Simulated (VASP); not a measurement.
A run of VASP 6.6.1 is set up as follows.

INCAR

```
PREC     = Accurate       # precision mode
ENCUT    = 590            # plane-wave cutoff, eV
EDIFF    = 1E-6           # SCF threshold, eV
ISMEAR   = -1             # smearing method
SIGMA    = 0.05           # smearing width, eV
LREAL    = F              # projectors in reciprocal space
LASPH    = T              # aspherical terms in the spheres
NELM     = 120            # most SCF steps
ALGO     = Normal         # electronic algorithm
ISIF     = 2              # what is computed and relaxed
LWAVE    = F              # write WAVECAR
LCHARG   = F              # write CHGCAR
GGA      = PS             # functional
NBANDS   = 37             # bands
GGA_COMPAT= F
```

KPOINTS

```
regular mesh
0
Gamma
  8 8 8
```

The input POSCAR:

```
SiNi3
1.0
    3.5420000000      0.0000000000      0.0000000000
    0.0000000000      3.5420000000      0.0000000000
    0.0000000000      0.0000000000      3.5420000000
Ni Si
3 1
Direct
    0.5000000000      0.5000000000      0.0000000000
    0.5000000000      0.0000000000      0.5000000000
    0.0000000000      0.5000000000      0.5000000000
    0.0000000000      0.0000000000      0.0000000000
```

Potentials or basis: VASP PAW PBE potentials, release 64 (Ni_sv_GW, Si).

Run with:

```console
$ cat potpaw_PBE.64/Ni_sv_GW/POTCAR potpaw_PBE.64/Si/POTCAR > POTCAR
$ mpirun -np 1 vasp_std > vasp.out
```

Task: Predict the pressure.

Result: -17.0 GPa.

Task: What does it give for the band gap on the k mesh?

Result: Zero (band 29 reaches 8.97 eV, above the bottom of band 30 at 8.75 eV).

Caveat: the PAW data sets were made with another functional, which shifts forces and pressure a little. Spin polarisation is off, so any magnetic state and its effect on volume and gap are missing.
